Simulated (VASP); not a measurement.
A run of VASP 6.6.1 is set up as follows.

File INCAR:

```
PREC = Accurate
ENCUT = 520
EDIFF = 1E-6
ISMEAR = 0
SIGMA = 0.1
LREAL = False
LASPH = True
NELM = 60
ALGO = Fast
ISIF = 2
LWAVE = False
LCHARG = False
GGA = PE
NBANDS = 24
```

The input KPOINTS:

```
Automatic mesh
0
Gamma
  10 10 16
```

The input POSCAR:

```
Tl2Re
1.0
    4.9022341965      0.0000000000      0.0000000000
    0.0000000000      4.9022341965      0.0000000000
    0.0000000000      0.0000000000      3.0137223624
Tl Re
2 1
Direct
    0.0000000000      0.5000000000      0.5000000000
    0.5000000000      0.0000000000      0.5000000000
    0.5000000000      0.5000000000      0.0000000000
```

Potentials or basis: VASP PAW PBE potentials, release 64 (Tl_d, Re).

The run is started by

```sh
$ cat potpaw_PBE.64/Tl_d/POTCAR potpaw_PBE.64/Re/POTCAR > POTCAR
$ mpirun -np 1 vasp_std > vasp.out
```

Predict the pressure.

-0.1 GPa.

Estimate the band gap on the k mesh.

zero (an odd number of electrons rules out a gap without spin polarisation).

Stress tensor (GPa, compression positive):
```
-0.19  0.00  0.00
 0.00 -0.19  0.00
 0.00  0.00 -0.06
```

Caveat: spin-orbit coupling is left out, which moves the levels of the heavy elements.
